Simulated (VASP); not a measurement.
# Pd (Fm-3m) in VASP: a series of runs, part 2 of 2

VASP 6.6.1. Earlier steps stand in the parts before.

**3. Single point, PBE+D4**

This run uses another cell than the first one, of 14.75 Å³/atom, 1.020 times its volume.

INCAR

```
SYSTEM = Pd
PREC = Accurate ; ENCUT = 520
EDIFF = 1E-6 ; ISMEAR = -1
SIGMA = 0.05 ; LREAL = .FALSE.
LASPH = .TRUE. ; NELM = 60
ALGO = Normal ; ISIF = 2
LWAVE = .FALSE. ; LCHARG = .FALSE.
GGA = PE ; IVDW = 13
NBANDS = 11
```

KPOINTS

```
regular mesh
0
G
  12 12 12
  0 0 0
```

POSCAR

```
Pd
1.0
    0.0000000000      1.9465000000      1.9465000000
    1.9465000000      0.0000000000      1.9465000000
    1.9465000000      1.9465000000      0.0000000000
Pd
1
Direct
    0.0000000000      0.0000000000      0.0000000000
```

Potentials or basis: VASP PAW PBE potentials, release 64 (Pd).

Launch:

```sh
> cat potpaw_PBE.64/Pd/POTCAR > POTCAR
> mpirun -np 1 vasp_std > vasp.out
```

OUTCAR:

```text
SYSTEM = Pd
   PREC = Accurate
   ENCUT = 520
   EDIFF = 1E-6
   ISMEAR = -1
   LREAL = .FALSE.
   LASPH = .TRUE.
   NELM = 60
   ISIF = 2
   GGA = PE
   IVDW = 13

 ion  position               nearest neighbor table
   1  0.000  0.000  0.000-

  LATTYP: Found a face centered cubic cell.
 ALAT       =     3.8930000000

  Lattice vectors:

 A1 = (   0.0000000000,   1.9465000000,   1.9465000000)
 A2 = (   1.9465000000,   0.0000000000,   1.9465000000)
 A3 = (   1.9465000000,   1.9465000000,   0.0000000000)
[... 515 lines left out ...]
     11      36.0530      0.00000

 [... further k-points ...]

------------------------ aborting loop because EDIFF is reached ----------------------------------------

  DFT-D4 for vdW energy calculation

  Edisp (eV):   -0.49253

  FORCE on cell =-STRESS in cart. coord.  units (eV):
  Direction    XX          YY          ZZ          XY          YZ          ZX
  --------------------------------------------------------------------------------------
  -------------------------------------------------------------------------------------
  Total       0.14476     0.14476     0.14476     0.00000     0.00000     0.00000
  in kB      15.72388    15.72388    15.72388     0.00000     0.00000     0.00000
  external pressure =       15.72 kB  Pullay stress =        0.00 kB

 VOLUME and BASIS-vectors are now :
 -----------------------------------------------------------------------------
  energy-cutoff  :      520.00
  volume of cell :       14.75
      direct lattice vectors                 reciprocal lattice vectors
     0.000000000  1.946500000  1.946500000    -0.256871307  0.256871307  0.256871307
     1.946500000  0.000000000  1.946500000     0.256871307 -0.256871307  0.256871307
     1.946500000  1.946500000  0.000000000     0.256871307  0.256871307 -0.256871307

 POSITION                                       TOTAL-FORCE (eV/Angst)
 -----------------------------------------------------------------------------------
      0.00000      0.00000      0.00000        -0.000000     -0.000000      0.000000
 -----------------------------------------------------------------------------------
    total drift:                               -0.000000     -0.000000     -0.000000

  FREE ENERGIE OF THE ION-ELECTRON SYSTEM (eV)
  ---------------------------------------------------
  free  energy   TOTEN  =        -5.7120776323 eV

  energy  without entropy=       -5.6924566061  energy(sigma->0) =       -5.70226712
```

Wall time 6.7 s (1 thread of AMD EPYC 7R13 (Zen 3), shared host); peak memory 0.1 GiB.

Results:

* Free energy: -5.7121 eV
* Pressure: 1.6 GPa
* Band gap on the k mesh: zero (band 5 reaches 10.06 eV, above the bottom of band 6 at 8.48 eV)
* Dispersion energy per atom: -0.493 eV

Caveat: pairwise dispersion overbinds metals, which lowers pressure and volume.

**4. Single point, PBEsol+D3(BJ)**

This run uses another cell than the first one, of 14.16 Å³/atom, 0.980 times its volume.

INCAR

```
ALGO = Normal
EDIFF = 1E-6
ENCUT = 520
GGA = PS
ISIF = 2
ISMEAR = -1
IVDW = 12
LASPH = True
LCHARG = True
LELF = True
LREAL = False
LVHAR = True
LWAVE = False
NBANDS = 11
NELM = 100
PREC = Accurate
SIGMA = 0.05
```

KPOINTS

```
k-points
0
Gamma
  12 12 12
```

POSCAR

```
Pd
1.0
    0.0000000000      1.9201927211      1.9201927211
    1.9201927211      0.0000000000      1.9201927211
    1.9201927211      1.9201927211      0.0000000000
Pd
1
Direct
    0.0000000000      0.0000000000      0.0000000000
```

Potentials or basis: VASP PAW PBE potentials, release 64 (Pd).

Launch:

```sh
> cat potpaw_PBE.64/Pd/POTCAR > POTCAR
> mpirun -np 1 vasp_std > vasp.out
```

OUTCAR:

```text
EDIFF = 1E-6
   ENCUT = 520
   GGA = PS
   ISIF = 2
   ISMEAR = -1
   IVDW = 12
   LASPH = True
   LREAL = False
   NELM = 100
   PREC = Accurate
 IVDW          = 12

 ion  position               nearest neighbor table
   1  0.000  0.000  0.000-

  LATTYP: Found a face centered cubic cell.
 ALAT       =     3.8403854422

  Lattice vectors:

 A1 = (   0.0000000000,   1.9201927211,   1.9201927211)
 A2 = (   1.9201927211,   0.0000000000,   1.9201927211)
 A3 = (   1.9201927211,   1.9201927211,   0.0000000000)

[... 514 lines left out ...]
 [... further k-points ...]

------------------------ aborting loop because EDIFF is reached ----------------------------------------

 Edisp (eV)   -0.64803

 E8    (eV) :    -0.4326

  FORCE on cell =-STRESS in cart. coord.  units (eV):
  Direction    XX          YY          ZZ          XY          YZ          ZX
  --------------------------------------------------------------------------------------
  -------------------------------------------------------------------------------------
  Total      -0.18486    -0.18486    -0.18486     0.00000    -0.00000     0.00000
  in kB     -20.91629   -20.91629   -20.91629     0.00000    -0.00000     0.00000
  external pressure =      -20.92 kB  Pullay stress =        0.00 kB

 VOLUME and BASIS-vectors are now :
 -----------------------------------------------------------------------------
  energy-cutoff  :      520.00
  volume of cell :       14.16
      direct lattice vectors                 reciprocal lattice vectors
     0.000000000  1.920192721  1.920192721    -0.260390530  0.260390530  0.260390530
     1.920192721  0.000000000  1.920192721     0.260390530 -0.260390530  0.260390530
     1.920192721  1.920192721  0.000000000     0.260390530  0.260390530 -0.260390530

 POSITION                                       TOTAL-FORCE (eV/Angst)
 -----------------------------------------------------------------------------------
      0.00000      0.00000      0.00000        -0.000000      0.000000     -0.000000
 -----------------------------------------------------------------------------------
    total drift:                               -0.000000     -0.000000     -0.000000

  FREE ENERGIE OF THE ION-ELECTRON SYSTEM (eV)
  ---------------------------------------------------
  free  energy   TOTEN  =        -6.6175537232 eV

  energy  without entropy=       -6.5991171624  energy(sigma->0) =       -6.60833544
```

It took 7.1 s on 1 thread of AMD EPYC 7R13 (Zen 3), shared host; peak memory 0.11 GiB.

What came out:

- Free energy: -6.6176 eV
- Pressure: -2.1 GPa
- Band gap on the k mesh: zero (band 5 reaches 10.63 eV, above the bottom of band 6 at 8.94 eV)
- Dispersion energy per atom: -0.648 eV

Levels at points of the mesh, in eV from the Fermi level:
```
           k point  band 1  band 2  band 3  band 4  band 5  band 6  band 7  band 8  band 9  band 10
(0.00, 0.00, 0.00)   -7.53   -3.03   -3.03   -3.03   -1.29   -1.29   17.17   22.18   22.18    22.18
(0.50, 0.00, 0.00)   -5.65   -3.08   -3.08    0.00    0.00    0.86    7.62   16.54   21.44    21.44
(0.50, 0.50, 0.00)   -5.76   -5.46   -0.02    0.34    0.34    3.28   11.17   13.36   13.36    22.11
```

Caveat: the PAW data sets were made with another functional, which shifts forces and pressure a little; pairwise dispersion overbinds metals, which lowers pressure and volume.

**5. Single point, PBEsol+D3(BJ)**

INCAR

```
  ALGO = Normal
  EDIFF = 1E-6
  ENCUT = 520
  GGA = PS
  ISIF = 2
  ISMEAR = -1
  IVDW = 12
  LASPH = True
  LCHARG = False
  LREAL = False
  LWAVE = False
  NBANDS = 11
  NELM = 60
  PREC = Accurate
  SIGMA = 0.05
```

KPOINTS is that of step 4.

POSCAR

```
Pd
1.0
    0.0000000000      1.9334358480      1.9334358480
    1.9334358480      0.0000000000      1.9334358480
    1.9334358480      1.9334358480      0.0000000000
Pd
1
Direct
    0.0000000000      0.0000000000      0.0000000000
```

Launch:

```sh
> cat potpaw_PBE.64/Pd/POTCAR > POTCAR
> mpirun -np 1 vasp_std > vasp.out
```

Wall time 6.5 s (1 thread of AMD EPYC 7R13 (Zen 3), shared host); peak memory 0.11 GiB.

Results (log left out):

| Property | Result |
| --- | --- |
| Free energy | -6.6098 eV |
| Pressure | -6.4 GPa |
| Band gap on the k mesh | zero (band 5 reaches 10.26 eV, above the bottom of band 6 at 8.62 eV) |
| Dispersion energy per atom | -0.635 eV |

Levels at points of the mesh, in eV from the Fermi level:
```
           k point  band 2  band 3  band 4  band 5  band 6  band 7  band 8  band 9
(0.00, 0.00, 0.00)   -2.93   -2.93   -2.93   -1.24   -1.24   17.17   22.05   22.05
(0.50, 0.00, 0.00)   -2.97   -2.97    0.00    0.00    0.91    7.45   16.53   21.24
(0.50, 0.50, 0.00)   -5.28   -0.02    0.32    0.32    3.28   10.95   13.25   13.25
```

Caveat: the PAW data sets were made with another functional, which shifts forces and pressure a little; pairwise dispersion overbinds metals, which lowers pressure and volume.

**6. Summary**

| level | cell | gap on the mesh (eV) | pressure (GPa) |
| --- | --- | --- | --- |
| PBE+D4 | a = 2.734 Å, angles 60.0°, 1 atom | none | 5.7 |
| PBE+D4 | a = 2.753 Å, angles 60.0°, 1 atom | none | 1.6 |
| PBEsol+D3(BJ) | a = 2.716 Å, angles 60.0°, 1 atom | none | -2.1 |
| PBEsol+D3(BJ) | a = 2.734 Å, angles 60.0°, 1 atom | none | -6.4 |

Alike in all rows: task single point; potentials or basis VASP PAW PBE potentials, release 64 (Pd); no spin polarisation; k mesh 12 × 12 × 12; cutoff (eV) 520; smearing fermi-dirac 0.05 eV.

Caveats: pairwise dispersion overbinds metals, which lowers pressure and volume; the PAW data sets were made with another functional, which shifts forces and pressure a little (some runs).

Absolute energies hang on the potentials; compare differences alone.
